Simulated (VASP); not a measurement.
A run of VASP 6.6.1 is set up as follows.

Contents of INCAR:

```
SYSTEM = Co
PREC = Accurate ; ENCUT = 520
EDIFF = 1E-6 ; ISMEAR = -1
SIGMA = 0.1 ; LREAL = .False.
LASPH = .True. ; NELM = 100
ALGO = Normal ; ISIF = 2
LWAVE = .False. ; LCHARG = .True.
GGA = RP ; LELF = .True.
LVHAR = .True. ; NBANDS = 16
```

KPOINTS

```
regular mesh
0
Gamma
  12 12 12
  0 0 0
```

Contents of POSCAR:

```
Co
1.0
    0.0000000000      2.4527638596      2.4527638596
    2.4527638596      0.0000000000      2.4527638596
    2.4527638596      2.4527638596      0.0000000000
Co
2
Direct
    0.1250000000      0.1250000000      0.1250000000
    0.8750000000      0.8750000000      0.8750000000
```

Potentials or basis: VASP PAW PBE potentials, release 64 (Co).

Launch:

```bash
$ cat potpaw_PBE.64/Co/POTCAR > POTCAR
$ mpirun -np 1 vasp_std > vasp.out
```

Question: Estimate the band gap on the k mesh.

Answer: Zero (band 9 reaches 7.03 eV, above the bottom of band 10 at 6.29 eV).

Question: Estimate the pressure.

Answer: 4.3 GPa.

Caveat: the PAW data sets were made with another functional, which shifts forces and pressure a little; the run has no spin polarisation, though such a crystal can be magnetic. Spin polarisation is off, so any magnetic state and its effect on volume and gap are missing.
